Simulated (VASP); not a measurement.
# Co (P6_3/mmc) in VASP: notebook

Runs on Co. Level: PBE. Tasks: single point.

All numbers are computed with VASP 6.6.1; they aren't measurements. Logs are shortened: lines on timing, memory, paths and dates and some standing lists are left out, and cuts for length are marked.

### Step 1. The cell of the first run

The structure is hexagonal, space group P6_3/mmc (No. 194). Conventional cell: a = 2.419 Å, b = 2.419 Å, c = 3.548 Å, α = 90.00°, β = 90.00°, γ = 120.00°. Within 3.0 Å of Co (site symmetry -6m2) lie 12 Co at 2.26 to 2.42 Å.

### Step 2. Single point, PBE, collinear spin, ferromagnetic start

Input file INCAR:

```
  PREC = Accurate
  ENCUT = 520
  EDIFF = 1E-6
  ISMEAR = 0
  SIGMA = 0.15
  LREAL = F
  LASPH = T
  NELM = 150
  ALGO = Fast
  ISIF = 2
  LWAVE = F
  LCHARG = F
  ISPIN = 2
  MAGMOM = 1.86 1.86
  LORBIT = 11
  LMAXMIX = 4
  GGA = PE
  NBANDS = 20
```

Input file KPOINTS:

```
Automatic mesh
0
Gamma
  21 21 12
```

Input file POSCAR:

```
Co
1.0
    2.4186000000      0.0000000000      0.0000000000
   -1.2093000000      2.0945690416      0.0000000000
    0.0000000000      0.0000000000      3.5484000000
Co
2
Direct
    0.3333333333      0.6666666667      0.2500000000
    0.6666666667      0.3333333333      0.7500000000
```

Potentials or basis: VASP PAW PBE potentials, release 64 (Co).

Started as:

```
$ cat potpaw_PBE.64/Co/POTCAR > POTCAR
$ mpirun -np 1 vasp_std > vasp.out
```

OUTCAR:

```text
PREC = Accurate
   ENCUT = 520
   EDIFF = 1E-6
   ISMEAR = 0
   LREAL = F
   LASPH = T
   NELM = 150
   ISIF = 2
   ISPIN = 2
   LORBIT = 11
   GGA = PE

 ion  position               nearest neighbor table
   1  0.333  0.667  0.250-   2 2.26   2 2.26   2 2.26   2 2.26   2 2.26   2 2.26
   2  0.667  0.333  0.750-   1 2.26   1 2.26   1 2.26   1 2.26   1 2.26   1 2.26

  LATTYP: Found a hexagonal cell.
 ALAT       =     2.4186000000
 C/A-ratio  =     1.4671297445

  Lattice vectors:

 A1 = (   2.4186000000,   0.0000000000,   0.0000000000)
 A2 = (  -1.2093000000,   2.0945690416,   0.0000000000)
 A3 = (   0.0000000000,   0.0000000000,   3.5484000000)

Analysis of symmetry for initial positions (statically):
=====================================================================
 Subroutine PRICEL returns:
 Original cell was already a primitive cell.

 Routine SETGRP: Setting up the symmetry group for a
 hexagonal supercell.

 Subroutine GETGRP returns: Found 24 space group operations
 (whereof 12 operations were pure point group operations)
 out of a pool of 24 trial point group operations.

The static configuration has the point symmetry D_3d.
 The point group associated with its full space group is D_6h.

Analysis of symmetry for dynamics (positions and initial velocities):
=====================================================================
 Subroutine PRICEL returns:
 Original cell was already a primitive cell.

 Routine SETGRP: Setting up the symmetry group for a
 hexagonal supercell.

 Subroutine GETGRP returns: Found 24 space group operations
 (whereof 12 operations were pure point group operations)
 out of a pool of 24 trial point group operations.

The dynamic configuration has the point symmetry D_3d.
 The point group associated with its full space group is D_6h.

Analysis of structural, dynamic, and magnetic symmetry:
=====================================================================
 Subroutine PRICEL returns:
 Original cell was already a primitive cell.

 Routine SETGRP: Setting up the symmetry group for a
 hexagonal supercell.

 Subroutine GETGRP returns: Found 24 space group operations
 (whereof 12 operations were pure point group operations)
 out of a pool of 24 trial point group operations.

The overall configuration has the point symmetry D_3d.
 The point group associated with its full space group is D_6h.

 Subroutine INISYM returns: Found 24 space group operations
 (whereof 12 operations are pure point group operations),
[... 112 lines left out ...]
   EFERMI_NEDOS =   21; number of points for ismear=-14 and -15
   IALGO  =     68    algorithm
   IMIX   =      4    mixing-type and parameters
     AMIX     =   0.40;   BMIX     =  1.00
     AMIX_MAG =   1.60;   BMIX_MAG =  1.00
  volume/ion in A,a.u.               =       8.99        60.65
  Fermi-wavevector in a.u.,A,eV,Ry     =   1.637829  3.095048 36.497410  2.682484
  Thomas-Fermi vector in A             =   2.728903
   LORBIT       =     11    0 simple, 1 ext, 2 COOP (PROOUT), +10 PAW based schemes
   GGA     = PE    functional components
   LHFCALC =     F    Hartree Fock is set to
   AEXX    =    0.0000 exact exchange contribution
   IVDW    =     0    specifies the selected vdW correction
   LEPSILON=     F    determine dielectric tensor
   LRPA    =     F    only Hartree local field effects (RPA)
 spin polarized calculation
 RMM-DIIS sequential band-by-band and
 Gauss-broadening in eV      SIGMA  =   0.15
  energy-cutoff  :      520.00
  volume of cell :       17.98
 maximum number of plane-waves:       499
 NGX is ok and might be reduce to    18
   NGX =  9   NGY =  9   NGZ = 13

 number of electron      18.0000003 magnetization       2.5826128

 Free energy of the ion-electron system (eV)
  ---------------------------------------------------
  ext. energy  EPLUGINS =         0.00000000
  ---------------------------------------------------
  free energy    TOTEN  =       -13.33254295 eV

  energy without entropy =      -13.30671921  energy(sigma->0) =      -13.31963108

 E-fermi :  13.2198     XC(G=0): -14.5457

 val. band max:       13.2175703649   @ k =   0.2381   0.0952   0.0833
 cond. band min:      13.2236058765   @ k =   0.2381   0.0952   0.0000
 fundamental gap:      0.0060355116
 Fermi energy:        13.2198403395

 spin component 1

 k-point     1 :       0.0000    0.0000    0.0000
  band No.  band energies     occupation
      1       3.1654      1.00000
      2       7.0727      1.00000
      3      10.2993      1.00000
      4      10.2993      1.00000
      5      10.8636      1.00000
      6      10.8636      1.00000
[... 541 lines left out ...]
     19      40.5020      0.00000
     20      42.9199      0.00000

 [... further k-points ...]

 spin component 2

 k-point     1 :       0.0000    0.0000    0.0000
  band No.  band energies     occupation
      1       3.1869      1.00000
      2       7.9439      1.00000
      3      11.6407      1.00000
      4      11.6407      1.00000
      5      12.1448      1.00000
      6      12.1448      1.00000
[... 541 lines left out ...]
     19      40.6621      0.00000
     20      43.3515      0.00000

 [... further k-points ...]
[... 5 lines left out ...]
  --------------------------------------------------------------------------------------
  -------------------------------------------------------------------------------------
  Total        5.3605402      5.3605402     10.0185389      0.0000000     -0.0000000      0.0000000
  in kB      477.7798615    477.7798615    892.9428684      0.0000000     -0.0000000      0.0000000
  external PRESSURE =     616.1675305 kB  Pullay stress =       0.0000000 kB

 VOLUME and BASIS-vectors are now :
 -----------------------------------------------------------------------------
  energy-cutoff  :      520.00
  volume of cell :       17.98
      direct lattice vectors                 reciprocal lattice vectors
     2.418600000  0.000000000  0.000000000     0.413462334  0.238712590  0.000000000
    -1.209300000  2.094569042  0.000000000     0.000000000  0.477425179  0.000000000
     0.000000000  0.000000000  3.548400000     0.000000000  0.000000000  0.281817157

 POSITION                                       TOTAL-FORCE (eV/Angst)
 -----------------------------------------------------------------------------------
     -0.00000      1.39638      0.88710        -0.000000      0.000000      0.000000
      1.20930      0.69819      2.66130         0.000000     -0.000000      0.000000
 -----------------------------------------------------------------------------------
    total drift:                                0.000000     -0.000000     -0.000000

  FREE ENERGIE OF THE ION-ELECTRON SYSTEM (eV)
  ---------------------------------------------------
  free  energy   TOTEN  =       -13.3325429489 eV

  energy  without entropy=      -13.3067192144  energy(sigma->0) =      -13.31963108

 total charge

# of ion       s       p       d       tot
------------------------------------------
    1        0.580   0.710   7.442   8.732
    2        0.580   0.710   7.442   8.732
--------------------------------------------------
tot          1.160   1.420  14.884  17.464

 magnetization (x)

# of ion       s       p       d       tot
------------------------------------------
    1       -0.016  -0.052   1.344   1.276
    2       -0.016  -0.052   1.344   1.276
--------------------------------------------------
tot         -0.031  -0.104   2.687   2.552
```

stdout:

```text
POSCAR found type information on POSCAR Co
 POSCAR found :  1 types and       2 ions
 scaLAPACK will be used
 LDA part: xc-table for (Slater+PW92), standard interpolation
 POSCAR, INCAR and KPOINTS ok, starting setup
 FFT: planning ... GRIDC
 FFT: planning ... GRID_SOFT
 FFT: planning ... GRID
 WAVECAR not read
 entering main loop
WARNING in EDDRMM: call to ZHEGV failed, returncode =   8  4     17
WARNING in EDDRMM: call to ZHEGV failed, returncode =   6  3     20
WARNING in EDDRMM: call to ZHEGV failed, returncode =   8  4     19
```

Run time: 1.7 min. Hardware: 1 thread of Intel Xeon 6975P-C (Granite Rapids), shared host; peak memory 0.26 GiB.

Results:

```yaml
Free_energy: -13.3325 eV
Pressure: 61.6 GPa
Net_moment: 2.58 μB per cell
Site_moments: Co +1.28 μB
Valence_electrons_inside_the_program's_atomic_spheres: Co 8.73
```

Stress tensor (GPa, compression positive):
```
47.78  0.00  0.00
 0.00 47.78  0.00
 0.00  0.00 89.29
```

Levels at points of the mesh, in eV from the Fermi level:
Spin up:
```csv
k point,band 8,band 9,band 10,band 11,band 12,band 13
"(0.00, 0.00, 0.00)",-2.33,-2.29,-0.37,-0.37,1.27,9.83
"(0.00, 0.00, 0.50)",-2.88,-0.75,-0.75,-0.75,-0.75,19.89
```
Spin down:
```csv
k point,band 6,band 7,band 8,band 9,band 10,band 11
"(0.00, 0.00, 0.00)",-1.08,-0.91,-0.91,-0.81,1.03,1.03
"(0.00, 0.00, 0.50)",-1.89,-1.68,-1.68,0.69,0.69,0.69
```

### Step 3. Single point, PBE, collinear spin, ferromagnetic start

This run uses another cell than the first one, of 9.17 Å³/atom, 1.021 times its volume.

Input file INCAR:

```
  PREC = Accurate
  ENCUT = 520
  EDIFF = 1E-7
  ISMEAR = 0
  SIGMA = 0.15
  LREAL = False
  LASPH = True
  NELM = 150
  ALGO = Fast
  ISIF = 2
  LWAVE = False
  LCHARG = True
  ISPIN = 2
  MAGMOM = 1.86 1.86
  LORBIT = 11
  LMAXMIX = 4
  GGA = PE
  LELF = True
  LVHAR = True
  NBANDS = 20
```

Input file KPOINTS:

```
regular mesh
0
Gamma
  21 21 12
```

Input file POSCAR:

```
Co
1.0
    2.4435000000      0.0000000000      0.0000000000
   -1.2217500000      2.1161330741      0.0000000000
    0.0000000000      0.0000000000      3.5484000000
Co
2
Direct
    0.3333333333      0.6666666667      0.2500000000
    0.6666666667      0.3333333333      0.7500000000
```

Potentials or basis: VASP PAW PBE potentials, release 64 (Co).

Started as:

```
$ cat potpaw_PBE.64/Co/POTCAR > POTCAR
$ mpirun -np 1 vasp_std > vasp.out
```

It took 2 min on 1 thread of Intel Xeon 6975P-C (Granite Rapids), shared host; peak memory 0.26 GiB.

It converged, with:

| Property | Result |
| --- | --- |
| Free energy | -13.4325 eV |
| Pressure | 53.0 GPa |
| Net moment | 2.64 μB per cell |
| Site moments | Co +1.31 μB |
| Valence electrons inside the program's atomic spheres | Co 8.68 |

Stress tensor (GPa, compression positive):
```
38.54  0.00  0.00
 0.00 38.54  0.00
 0.00  0.00 82.02
```

Levels at points of the mesh, in eV from the Fermi level:
Spin up:
| k point | band 6 | band 7 | band 8 | band 9 | band 10 | band 11 | band 12 | band 13 | band 14 | band 15 |
| --- | --- | --- | --- | --- | --- | --- | --- | --- | --- | --- |
| (0.00, 0.00, 0.00) | -2.37 | -2.29 | -2.29 | -2.21 | -0.40 | -0.40 | 1.41 | 9.77 | 21.91 | 25.39 |
| (0.00, 0.00, 0.50) | -3.17 | -2.80 | -2.80 | -0.75 | -0.75 | -0.75 | -0.75 | 19.89 | 19.89 | 23.19 |
Spin down:
| k point | band 6 | band 7 | band 8 | band 9 | band 10 | band 11 |
| --- | --- | --- | --- | --- | --- | --- |
| (0.00, 0.00, 0.00) | -1.07 | -0.85 | -0.85 | -0.69 | 1.03 | 1.03 |
| (0.00, 0.00, 0.50) | -1.85 | -1.55 | -1.55 | 0.72 | 0.72 | 0.72 |

### Step 4. Single point, PBE, collinear spin, ferromagnetic start

This run uses another cell than the first one, of 9.31 Å³/atom, 1.035 times its volume.

Input file INCAR:

```
  PREC = Accurate
  ENCUT = 520
  EDIFF = 1E-6
  ISMEAR = 0
  SIGMA = 0.15
  LREAL = F
  LASPH = T
  NELM = 150
  ALGO = Fast
  ISIF = 2
  LWAVE = F
  LCHARG = F
  ISPIN = 2
  MAGMOM = 1.86 1.86
  LORBIT = 11
  LMAXMIX = 4
  GGA = PE
  NBANDS = 20
```

Input file KPOINTS:

```
Automatic mesh
0
Gamma
  21 21 12
```

Input file POSCAR:

```
Co
1.0
    2.3687000000      0.0000000000      0.0000000000
   -1.1843500000      2.0513543739      0.0000000000
    0.0000000000      0.0000000000      3.8306000000
Co
2
Direct
    0.3333333333      0.6666666667      0.2500000000
    0.6666666667      0.3333333333      0.7500000000
```

Potentials or basis: VASP PAW PBE potentials, release 64 (Co).

Started as:

```
$ cat potpaw_PBE.64/Co/POTCAR > POTCAR
$ mpirun -np 1 vasp_std > vasp.out
```

OUTCAR:

```text
PREC = Accurate
   ENCUT = 520
   EDIFF = 1E-6
   ISMEAR = 0
   LREAL = F
   LASPH = T
   NELM = 150
   ISIF = 2
   ISPIN = 2
   LORBIT = 11
   GGA = PE

 ion  position               nearest neighbor table
   1  0.333  0.667  0.250-   2 2.35   2 2.35   2 2.35   2 2.35   2 2.35   2 2.35
   2  0.667  0.333  0.750-   1 2.35   1 2.35   1 2.35   1 2.35   1 2.35   1 2.35

  LATTYP: Found a hexagonal cell.
 ALAT       =     2.3687000000
 C/A-ratio  =     1.6171739773

  Lattice vectors:
[... 1324 lines left out ...]
  in kB      459.9343615    459.9343615    451.9117624      0.0000000      0.0000000      0.0000000
  external PRESSURE =     457.2601618 kB  Pullay stress =       0.0000000 kB

 VOLUME and BASIS-vectors are now :
 -----------------------------------------------------------------------------
  energy-cutoff  :      520.00
  volume of cell :       18.61
      direct lattice vectors                 reciprocal lattice vectors
     2.368700000  0.000000000  0.000000000     0.422172500  0.243741406  0.000000000
    -1.184350000  2.051354374  0.000000000     0.000000000  0.487482813  0.000000000
     0.000000000  0.000000000  3.830600000     0.000000000  0.000000000  0.261055709

 POSITION                                       TOTAL-FORCE (eV/Angst)
 -----------------------------------------------------------------------------------
     -0.00000      1.36757      0.95765         0.000000     -0.000000      0.000000
      1.18435      0.68378      2.87295        -0.000000      0.000000      0.000000
 -----------------------------------------------------------------------------------
    total drift:                               -0.000000      0.000000     -0.000000

  FREE ENERGIE OF THE ION-ELECTRON SYSTEM (eV)
  ---------------------------------------------------
  free  energy   TOTEN  =       -13.7060921622 eV

  energy  without entropy=      -13.6886555674  energy(sigma->0) =      -13.69737386

 total charge

# of ion       s       p       d       tot
------------------------------------------
    1        0.560   0.671   7.391   8.621
    2        0.560   0.671   7.391   8.621
--------------------------------------------------
tot          1.120   1.341  14.781  17.243

 magnetization (x)

# of ion       s       p       d       tot
------------------------------------------
    1       -0.017  -0.056   1.552   1.480
    2       -0.017  -0.056   1.552   1.480
--------------------------------------------------
tot         -0.033  -0.112   3.105   2.960
```

OSZICAR:

```text
N       E                     dE             d eps       ncg     rms          rms(c)
DAV:   1     0.843130417621E+02    0.84313E+02   -0.78568E+03 28936   0.124E+03
DAV:   2    -0.109033122743E+02   -0.95216E+02   -0.85368E+02 27284   0.222E+02
DAV:   3    -0.155589321470E+02   -0.46556E+01   -0.44641E+01 30396   0.580E+01
DAV:   4    -0.156285390309E+02   -0.69607E-01   -0.69549E-01 32864   0.627E+00
DAV:   5    -0.156306107206E+02   -0.20717E-02   -0.20716E-02 31408   0.104E+00    0.178E+01
RMM:   6    -0.139226787763E+02    0.17079E+01   -0.49058E+00 32339   0.239E+01    0.618E+00
RMM:   7    -0.137609281687E+02    0.16175E+00   -0.41439E-01 32732   0.732E+00    0.459E+00
RMM:   8    -0.137178701726E+02    0.43058E-01   -0.29135E-02 36538   0.115E+00    0.230E+00
RMM:   9    -0.137054304557E+02    0.12440E-01   -0.94983E-03 38869   0.487E-01    0.524E-01
RMM:  10    -0.137058453484E+02   -0.41489E-03   -0.12839E-03 38170   0.289E-01    0.272E-01
RMM:  11    -0.137060693388E+02   -0.22399E-03   -0.46030E-04 37650   0.162E-01    0.564E-02
RMM:  12    -0.137060902808E+02   -0.20942E-04   -0.19360E-04 41876   0.688E-02    0.360E-02
RMM:  13    -0.137060927871E+02   -0.25063E-05   -0.16016E-05 40266   0.287E-02    0.125E-02
RMM:  14    -0.137060921622E+02    0.62485E-06   -0.49764E-06 31537   0.134E-02
   1 F= -.13706092E+02 E0= -.13697374E+02  d E =-.174366E-01  mag=     2.9798
```

It took 1.7 min on 1 thread of Intel Xeon 6975P-C (Granite Rapids), shared host; peak memory 0.27 GiB.

What came out:

```yaml
Free_energy: -13.7061 eV
Pressure: 45.7 GPa
Net_moment: 2.98 μB per cell
Site_moments: Co +1.48 μB
Valence_electrons_inside_the_program's_atomic_spheres: Co 8.62
```

(Part 1 of 2 ends here.)
